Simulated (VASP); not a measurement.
# Sr8Ti8O23 (a cell with a defect) in VASP: further runs, part 2 of 2

VASP 6.6.1. The steps go on from the part before.

### 3 Single point, PBE

Input file INCAR:

```
SYSTEM = Sr8Ti8O23
  ALGO = Normal
  EDIFF = 1E-7
  ENCUT = 520
  GGA = PE
  ISIF = 2
  ISMEAR = 0
  LASPH = .TRUE.
  LCHARG = .FALSE.
  LREAL = Auto
  LWAVE = .FALSE.
  NBANDS = 182
  NELECT = 312.0
  NELM = 80
  PREC = Accurate
  SIGMA = 0.02
```

Input file KPOINTS:

```
Automatic mesh
0
Gamma
  2 2 2
  0.5 0.5 0.5
```

Input file POSCAR:

```
Sr8Ti8O23
1.0
    0.0000000000      0.0000000000     -7.8728082298
    0.0000000000     -7.8728082298      0.0000000000
   -7.8728082298      0.0000000000      0.0000000000
Sr Ti O
8 8 23
Direct
    0.2418788753      0.2484636921      0.2570536384
    0.7581212225      0.2484636921      0.2570536384
    0.2402631875      0.7508651078      0.2605716969
    0.7597367833      0.7508651078      0.2605716969
    0.2393674462      0.2491342279      0.7417208485
    0.7606325247      0.2491342279      0.7417208485
    0.2405210371      0.7511469640      0.7425685765
    0.7594790608      0.7511469640      0.7425685765
    0.0000000000     -0.0002001827      0.5000634951
    0.4999999854      0.0064927277      0.5011271563
    0.0000000000      0.4997166049      0.5024587015
    0.4999999854      0.4977019490      0.5085835807
    0.0000000000      0.0022816509      1.0001141613
    0.4999999854     -0.0198631791      1.0044076738
    0.0000000000      0.4958700741      1.0025634779
    0.4999999854      0.5161143116      1.0039464660
    0.4999999854      0.4452061955      0.2262860911
    0.9999999708      0.5072695642      0.2427962100
    0.4999999854      1.0179300405      0.2454413906
    0.9999999708      0.9971697228      0.2475246371
    0.4999999854      0.4837983968      0.7508912738
    0.9999999708      0.5003130884      0.7425811514
    0.4999999854      0.9943032742      0.7572731135
    0.9999999708      1.0037648282      0.7490919159
    0.9999999708      0.2549327942     -0.0011647686
    0.4999999854      0.7484367494      0.0245174269
    0.9999999708      0.7575167368     -0.0070022028
    0.4999999854      0.2423318268      0.5103683314
    0.9999999708      0.2488624062      0.4951079572
    0.4999999854      0.7392252968      0.4873433835
    0.9999999708      0.7492481498      0.5000561280
    0.2514931067      0.4967715313      0.4914123254
    0.7485068641      0.4967715313      0.4914123254
    0.2500469899      0.9948102089      0.5002645670
    0.7499529809      0.9948102089      0.5002645670
    0.2549538794      0.4943643852      0.9890306956
    0.7450460914      0.4943643852      0.9890306956
    0.2585777451      1.0243992696      0.9993561091
    0.7414223527      1.0243991425      0.9993561091
```

Potentials or basis: VASP PAW PBE potentials, release 64 (Sr_sv, Ti_sv, O).

Command:

```console
cat potpaw_PBE.64/Sr_sv/POTCAR potpaw_PBE.64/Ti_sv/POTCAR potpaw_PBE.64/O/POTCAR > POTCAR
mpirun -np 1 vasp_std > vasp.out
```

OUTCAR:

```text
SYSTEM = Sr8Ti8O23
   EDIFF = 1E-7
   ENCUT = 520
   GGA = PE
   ISIF = 2
   ISMEAR = 0
   LASPH = .TRUE.
   LREAL = Auto
   NELECT = 312.0
   NELM = 80
   PREC = Accurate

 ion  position               nearest neighbor table
   1  0.242  0.248  0.257-  17 2.57  29 2.67  32 2.69  38 2.69  19 2.73  20 2.75  34 2.77  25 2.79
                            18 2.79  28 2.85  36 2.87   9 3.33  11 3.36  15 3.38  10 3.38  13 3.39
   2  0.758  0.248  0.257-  17 2.57  29 2.67  33 2.69  39 2.69  19 2.73  20 2.75  35 2.77  25 2.79
                            18 2.79  28 2.85  37 2.87   9 3.33  11 3.36  15 3.38  10 3.38  13 3.39
   3  0.240  0.751  0.261-  31 2.67  34 2.69  18 2.70  32 2.70  20 2.71  30 2.72  26 2.76  27 2.83
                            19 2.94  36 2.94  38 2.98  17 3.17   9 3.31  11 3.33  14 3.39  16 3.42
   4  0.760  0.751  0.261-  31 2.67  35 2.69  18 2.70  33 2.70  20 2.71  30 2.72  26 2.76  27 2.83
                            19 2.94  37 2.94  39 2.98  17 3.17   9 3.31  11 3.33  14 3.39  16 3.42
   5  0.239  0.249  0.742-  38 2.70  24 2.70  29 2.71  22 2.73  28 2.74  36 2.74  21 2.76  34 2.76
                            25 2.77  32 2.77  23 2.87  11 3.32   9 3.32  12 3.38  10 3.38  13 3.39
   6  0.761  0.249  0.742-  39 2.70  24 2.70  29 2.71  22 2.73  28 2.74  37 2.74  21 2.76  35 2.76
                            25 2.77  33 2.77  23 2.87  11 3.32   9 3.32  12 3.38  10 3.38  13 3.39
   7  0.241  0.751  0.743-  31 2.69  34 2.71  27 2.73  22 2.74  24 2.75  23 2.80  36 2.80  32 2.82
                            30 2.87  21 2.93  38 2.96  26 3.02   9 3.33  11 3.33  12 3.40  13 3.41
   8  0.759  0.751  0.743-  31 2.69  35 2.71  27 2.73  22 2.74  24 2.75  23 2.80  37 2.80  33 2.82
                            30 2.87  21 2.93  39 2.96  26 3.02   9 3.33  11 3.33  12 3.40  13 3.41
   9  0.000  1.000  0.500-  24 1.96  29 1.96  34 1.97  35 1.97  31 1.97  20 1.99   3 3.31   4 3.31
                             5 3.32   6 3.32   8 3.33   7 3.33   2 3.33   1 3.33
  10  0.500  0.006  0.501-  28 1.86  35 1.97  34 1.97  19 2.01  23 2.02  30 2.11   5 3.38   6 3.38
                             1 3.38   2 3.38   4 3.44   3 3.44   7 3.44   8 3.44
  11  0.000  0.500  0.502-  22 1.89  31 1.96  29 1.98  32 1.98  33 1.98  18 2.05   5 3.32   6 3.32
                             8 3.33   7 3.33   3 3.33   4 3.33   2 3.36   1 3.36
  12  0.500  0.498  0.509-  30 1.91  21 1.91  32 1.96  33 1.96  28 2.01  17 2.26   5 3.38   6 3.38
                             7 3.40   8 3.40   1 3.45   2 3.45   4 3.46   3 3.46
  13  0.000  0.002  0.000-  27 1.93  20 1.95  24 1.98  25 1.99  39 2.04  38 2.04   5 3.39   6 3.39
                             2 3.39   1 3.39   8 3.41   7 3.41   3 3.42   4 3.42
  14  0.500  0.980  0.004-  26 1.83  19 1.92  38 1.93  39 1.93  23 1.95   4 3.39   3 3.39   7 3.42
                             8 3.42   1 3.54   2 3.54   5 3.60   6 3.60
  15  0.000  0.496  0.003-  18 1.89  25 1.90  36 2.01  37 2.01  22 2.05  27 2.06   2 3.38   1 3.38
                             5 3.40   6 3.40   3 3.43   4 3.43   8 3.44   7 3.44
  16  0.500  0.516  0.004-  26 1.84  17 1.84  37 1.94  36 1.94  21 2.01   4 3.42   3 3.42   7 3.44
                             8 3.44   1 3.54   2 3.54   5 3.59   6 3.59
  17  0.500  0.445  0.226-  16 1.84  12 2.26   1 2.57   2 2.57   4 3.17   3 3.17
  18  1.000  0.507  0.243-  15 1.89  11 2.05   4 2.70   3 2.70   2 2.79   1 2.79
  19  0.500  0.018  0.245-  14 1.92  10 2.01   1 2.73   2 2.73   4 2.94   3 2.94
  20  1.000  0.997  0.248-  13 1.95   9 1.99   4 2.71   3 2.71   2 2.75   1 2.75
  21  0.500  0.484  0.751-  12 1.91  16 2.01   5 2.76   6 2.76   7 2.93   8 2.93
  22  1.000  0.500  0.743-  11 1.89  15 2.05   6 2.73   5 2.73   8 2.74   7 2.74
[... 15 lines left out ...]
  38  0.259  0.024  0.999-  14 1.93  13 2.04   1 2.69   5 2.70   7 2.96   3 2.98
  39  0.741  0.024  0.999-  14 1.93  13 2.04   2 2.69   6 2.70   8 2.96   4 2.98

  LATTYP: Found a simple cubic cell.
 ALAT       =     7.8728082298

  Lattice vectors:

 A1 = (   0.0000000000,   0.0000000000,  -7.8728082298)
 A2 = (   0.0000000000,  -7.8728082298,   0.0000000000)
 A3 = (  -7.8728082298,   0.0000000000,   0.0000000000)

Analysis of symmetry for initial positions (statically):
=====================================================================
 Subroutine PRICEL returns:
[... 176 lines left out ...]
   EDIFFG = 0.1E-05   stopping-criterion for IOM
   NSW    =      0    number of steps for IOM
   IBRION =     -1    ionic relax: 0-MD 1-quasi-New 2-CG
   NFREE  =      0    steps in history (QN), initial steepest desc. (CG)
   ISIF   =      2    stress and relaxation
   ISYM   =      2    0-nonsym 1-usesym 2-fastsym
   POTIM  = 0.5000    time-step for ionic-motion
   TEBEG  =    0.0;   TEEND  =   0.0 temperature during run
   PSTRESS=    0.0 pullay stress
   NELECT =     312.0000    total number of electrons
   NUPDOWN=      -1.0000    fix difference up-down
   EMIN   =  10.00;   EMAX   =-10.00  energy-range for DOS
   EFERMI =   0.00;   METHOD = LEGACY
   ISMEAR =     0;   SIGMA  =   0.02  broadening in eV -4-tet -1-fermi 0-gaus
   EFERMI_NEDOS =   21; number of points for ismear=-14 and -15
   IALGO  =     38    algorithm
   IMIX   =      4    mixing-type and parameters
     AMIX     =   0.40;   BMIX     =  1.00
     AMIX_MAG =   1.60;   BMIX_MAG =  1.00
  volume/ion in A,a.u.               =      12.51        84.43
  Fermi-wavevector in a.u.,A,eV,Ry     =   1.410360  2.665194 27.063562  1.989116
  Thomas-Fermi vector in A             =   2.532322
   LORBIT       =      0    0 simple, 1 ext, 2 COOP (PROOUT), +10 PAW based schemes
   GGA     = PE    functional components
   LHFCALC =     F    Hartree Fock is set to
   AEXX    =    0.0000 exact exchange contribution
   IVDW    =     0    specifies the selected vdW correction
   LEPSILON=     F    determine dielectric tensor
   LRPA    =     F    only Hartree local field effects (RPA)
 non-spin polarized calculation
 Gauss-broadening in eV      SIGMA  =   0.02
  energy-cutoff  :      520.00
  volume of cell :      487.97
 maximum number of plane-waves:     13154
 NGX is ok and might be reduce to    60
   NGX = 29   NGY = 29   NGZ = 29

 number of electron     311.9999972 magnetization

 Free energy of the ion-electron system (eV)
  ---------------------------------------------------
  ext. energy  EPLUGINS =         0.00000000
  ---------------------------------------------------
  free energy    TOTEN  =      -322.75392131 eV

  energy without entropy =     -322.75392131  energy(sigma->0) =     -322.75392131

 E-fermi :   3.7991     XC(G=0): -10.9607

 val. band max:        3.6337545921   @ k =   0.2500   0.2500   0.2500
 cond. band min:       6.1832875198   @ k =  -0.2500  -0.2500   0.2500
 fundamental gap:      2.5495329278
 Fermi energy:         3.7991482653

 k-point     1 :       0.2500    0.2500    0.2500
  band No.  band energies     occupation
      1     -52.7988      2.00000
      2     -52.7918      2.00000
      3     -52.7288      2.00000
      4     -52.7197      2.00000
      5     -52.7009      2.00000
      6     -52.6906      2.00000
[... 160 lines left out ...]
    167       7.2852      0.00000
    168       7.3249      0.00000

 k-point     2 :      -0.2500   -0.2500    0.2500
  band No.  band energies     occupation
      1     -52.7988      2.00000
      2     -52.7918      2.00000
      3     -52.7288      2.00000
      4     -52.7197      2.00000
      5     -52.7009      2.00000
      6     -52.6906      2.00000
[... 160 lines left out ...]
    167       7.2769      0.00000
    168       7.3226      0.00000
 [bands above 168 left out]

------------------------ aborting loop because EDIFF is reached ----------------------------------------

  FORCE on cell =-STRESS in cart. coord.  units (eV):
  Direction    XX          YY          ZZ          XY          YZ          ZX
  --------------------------------------------------------------------------------------
  -------------------------------------------------------------------------------------
  Total      -13.7338511    -11.7262764    -15.0148001      0.2795120      0.0000000      0.0000000
  in kB      -45.0934952    -38.5018582    -49.2993417      0.9177451      0.0000000      0.0000000
  external PRESSURE =     -44.2982317 kB  Pullay stress =       0.0000000 kB

 VOLUME and BASIS-vectors are now :
 -----------------------------------------------------------------------------
  energy-cutoff  :      520.00
  volume of cell :      487.97
      direct lattice vectors                 reciprocal lattice vectors
     0.000000000  0.000000000 -7.872808230     0.000000000  0.000000000 -0.127019479
     0.000000000 -7.872808230  0.000000000     0.000000000 -0.127019479  0.000000000
    -7.872808230  0.000000000  0.000000000    -0.127019479  0.000000000  0.000000000

 POSITION                                       TOTAL-FORCE (eV/Angst)
 -----------------------------------------------------------------------------------
     -2.02373     -1.95611     -1.90427         0.002839     -0.006504     -0.012515
     -2.02373     -1.95611     -5.96854         0.002839     -0.006504      0.012515
     -2.05143     -5.91142     -1.89155         0.011545      0.013216     -0.014445
     -2.05143     -5.91142     -5.98126         0.011545      0.013216      0.014445
     -5.83943     -1.96139     -1.88449         0.005870     -0.005189     -0.022848
     -5.83943     -1.96139     -5.98831         0.005870     -0.005189      0.022848
[... 31 lines left out ...]
     -7.86774     -0.19209     -2.03573         0.017278      0.008259      0.020953
     -7.86774     -0.19209     -5.83708         0.017278      0.008259     -0.020953
 -----------------------------------------------------------------------------------
    total drift:                                0.037117      0.013208     -0.003738

  FREE ENERGIE OF THE ION-ELECTRON SYSTEM (eV)
  ---------------------------------------------------
  free  energy   TOTEN  =      -322.7539213112 eV

  energy  without entropy=     -322.7539213112  energy(sigma->0) =     -322.75392131
```

Run time: 16 min. Hardware: 1 thread of Oxide Virtual Turin-like, shared host; peak memory 0.51 GiB.

Results:

```
Free energy   : -322.7539 eV
Largest force : 0.285 eV/Å
```

Forces in eV/Å, atoms in the order of the input:
```
Sr   0.003 -0.007 -0.013
Sr   0.003 -0.007  0.013
Sr   0.012  0.013 -0.014
Sr   0.012  0.013  0.014
Sr   0.006 -0.005 -0.023
Sr   0.006 -0.005  0.023
Sr  -0.010  0.022 -0.016
Sr  -0.010  0.022  0.016
Ti  -0.026  0.035  0.000
Ti  -0.018  0.068  0.000
Ti   0.082 -0.013  0.000
Ti   0.087 -0.005  0.000
Ti  -0.005  0.029  0.000
Ti   0.001 -0.062  0.000
Ti   0.070  0.012  0.000
Ti   0.037  0.029  0.000
O   -0.219 -0.182  0.000
O   -0.071  0.017  0.000
O    0.011 -0.042  0.000
O    0.021  0.005  0.000
O   -0.039 -0.034  0.000
O   -0.066  0.005  0.000
O    0.042 -0.020  0.000
O    0.017  0.001  0.000
O   -0.010  0.013  0.000
O    0.066  0.014  0.000
O    0.005  0.028  0.000
O    0.007 -0.021  0.000
O    0.000  0.001  0.000
O    0.025 -0.069  0.000
O   -0.008  0.023  0.000
O   -0.024 -0.007  0.026
O   -0.024 -0.007 -0.026
O    0.022 -0.002 -0.012
O    0.022 -0.002  0.012
O   -0.030  0.061  0.002
O   -0.030  0.061 -0.002
O    0.017  0.008  0.021
O    0.017  0.008 -0.021
```

Levels at points of the mesh, in eV from the Fermi level:
| k point | band 154 | band 155 | band 156 | band 157 | band 158 | band 159 |
| --- | --- | --- | --- | --- | --- | --- |
| (0.25, 0.25, 0.25) | -0.30 | -0.21 | -0.17 | 2.39 | 2.46 | 2.50 |

Caveat: the cell carries a net charge on a neutralising background, which shifts energy and pressure; the cell is charged against a uniform background, so pressure and absolute levels hang on convention.
